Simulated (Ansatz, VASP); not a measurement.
# WC in VASP and in Ansatz

```
W C
1.0
     2.92188    0.00000    0.00000
    -1.46094    2.53043    0.00000
     0.00000    0.00000    2.84725
W C
1 1
Cartesian
  0.0000 0.0000 0.0000
  1.4609 0.8435 1.4236
```

Alike in both runs: task relaxation of cell and atoms; functional PBE; k mesh 18 × 18 × 14; occupations fermi-dirac, width 0.15 eV; no spin polarisation.

```csv
,VASP,Ansatz
version,VASP 6.6.1,Ansatz 0.2.0
potentials or method,"VASP PAW PBE potentials, release 64 (W_sv, C), cutoff 600 eV","scalar-relativistic, plane waves, PAW"
valence electrons in the cell,18,18
```

VASP gave:

| Property | Result |
| --- | --- |
| gap on the k mesh at the Fermi level, each at its own relaxed structure (eV) | none |
| relaxed volume (Å³/atom) | 10.55 |
| relaxed length of the cell vector where the two differ most in proportion (Å) | 2.849 |

Q: Which values does Ansatz return?

A: gap on the k mesh at the Fermi level, each at its own relaxed structure (eV): none; relaxed volume (Å³/atom): 10.53; relaxed length of the cell vector where the two differ most in proportion (Å): 2.846.

A gap of «none» marks a metal or a gap that the smearing closes.

Spin-orbit coupling is off throughout.
